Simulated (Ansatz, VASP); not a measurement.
## One calculation of Hg, two programs

INCAR

```
PREC = Accurate
ENCUT = 600
EDIFF = 1E-6
ISMEAR = -1
SIGMA = 0.03
LREAL = False
LASPH = True
NELM = 100
ALGO = Normal
ISIF = 3
LWAVE = False
LCHARG = False
GGA = PE
IBRION = 2
NSW = 100
EDIFFG = -0.005
```

KPOINTS

```
Automatic mesh
0
Gamma
  13 13 7
```

POSCAR

```
Hg
1.0
    3.1416208865      0.0000000000      0.0000000000
   -1.5708104433      2.7207234968      0.0000000000
    0.0000000000      0.0000000000      5.0894258362
Hg
2
Direct
    0.3333333333      0.6666666667      0.2500000000
    0.6666666667      0.3333333333      0.7500000000
```

Input for Ansatz:

```yaml
crystal:
  lattice:
    - [3.1416208865, 0.0, 0.0]
    - [-1.5708104433, 2.7207234968, 0.0]
    - [0.0, 0.0, 5.0894258362]
  atoms:
    - { symbol: Hg, position: [0.3333333333, 0.6666666667, 0.25] }
    - { symbol: Hg, position: [0.6666666667, 0.3333333333, 0.75] }
kpoints:
  mp_grid: { grid: [13, 13, 7] }
scf:
  occupations: { method: fermi_dirac, width: 0.03 }
hamiltonian:
  xc: pbe
  pseudopotentials: { kind: paw }
output:
  forces: true
  stress: true
relax:
  f_tol: 0.005
  max_steps: 80
  cell: {}
```

Alike in both runs: task relaxation of cell and atoms; functional PBE; k mesh 13 × 13 × 7; occupations fermi-dirac, width 0.03 eV; no spin polarisation.

|  | VASP | Ansatz |
| --- | --- | --- |
| version | VASP 6.6.1 | Ansatz 0.2.0 |
| potentials or method | VASP PAW PBE potentials, release 64 (Hg) | PAW with Ansatz's default frozen-core files, scalar-relativistic |
| plane-wave cutoff (eV) | 600 | 420 |
| valence electrons in the cell | 24 | 40 |

Ansatz gave:

| Item | Value |
| --- | --- |
| relaxed volume (Å³/atom) | 31.35 |
| relaxed cell length with the largest relative difference (Å) | 3.590 |

**Question.** What did VASP give for the same quantities?

**Answer.** Relaxed volume (Å³/atom): 31.63; relaxed cell length with the largest relative difference (Å): 3.611.

VASP's potentials hold 24 valence electrons a cell and Ansatz's 40, so a difference there can come from the potentials and not from the codes.

Spin-orbit coupling is off throughout. Noted on VASP's run: the volume moved by over 15 % at a fixed basis, so the end points are rough.
